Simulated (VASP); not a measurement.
Set up this calculation in VASP 6.6.1, as the native input.

- Task: single point
- Functional: PBEsol
- Potentials or basis: VASP PAW PBE potentials, release 64 (Al, Rh_pv)
- Cutoff: 520 eV
- k mesh: 2 × 2 × 2, shifted
- Occupations: fermi-dirac, width 0.1034 eV
- Spin: no spin polarisation
- Dipole correction: no
- Further INCAR settings: LREAL = Auto; ALGO = Normal; EDIFF = 1e-06; NBANDS = 86

The structure of AlRh lies in POSCAR:

```
AlRh
1.0
    0.0000000000      0.0000000000     -5.9546449400
    0.0000000000     -5.9546449400      0.0000000000
   -5.9546449400      0.0000000000      0.0000000000
Al Rh
8 8
Direct
    0.5000000000      0.5000000000      0.5000000000
    0.0000000000      0.5000000000      0.5000000000
    0.5000000000      0.0000000000      0.5000000000
    0.0000000000      0.0000000000      0.5000000000
    0.5000000000      0.5000000000      0.0000000000
    0.0000000000      0.5000000000      0.0000000000
    0.5000000000      0.0000000000      0.0000000000
    0.0000000000      0.0000000000      0.0000000000
    0.2500000000      0.2500000000      0.2500000000
    0.7500000000      0.2500000000      0.2500000000
    0.2500000000      0.7500000000      0.2500000000
    0.7500000000      0.7500000000      0.2500000000
    0.2500000000      0.2500000000      0.7500000000
    0.7500000000      0.2500000000      0.7500000000
    0.2500000000      0.7500000000      0.7500000000
    0.7500000000      0.7500000000      0.7500000000
```

These files were run (other wordings do the same):

INCAR

```
  ALGO = Normal
  EDIFF = 1E-6
  ENCUT = 520
  GGA = PS
  ISIF = 2
  ISMEAR = -1
  LASPH = True
  LCHARG = False
  LREAL = Auto
  LWAVE = False
  NBANDS = 86
  NELM = 60
  PREC = Accurate
  SIGMA = 0.1034
```

KPOINTS

```
Automatic mesh
0
Gamma
  2 2 2
  0.5 0.5 0.5
```

Potentials or basis: VASP PAW PBE potentials, release 64 (Al, Rh_pv).

Launch:

```sh
$ cat potpaw_PBE.64/Al/POTCAR potpaw_PBE.64/Rh_pv/POTCAR > POTCAR
$ mpirun -np 1 vasp_std > vasp.out
```

It gave:

```json
{
 "Pressure": "-2.5 GPa"
}
```

Caveat: the k points lie up to 0.53 Å⁻¹ apart; the PAW data sets were made with another functional, which shifts forces and pressure a little.

It took 96 s on 1 thread of Intel Xeon 8259CL (shared host), peak memory 0.32 GiB.
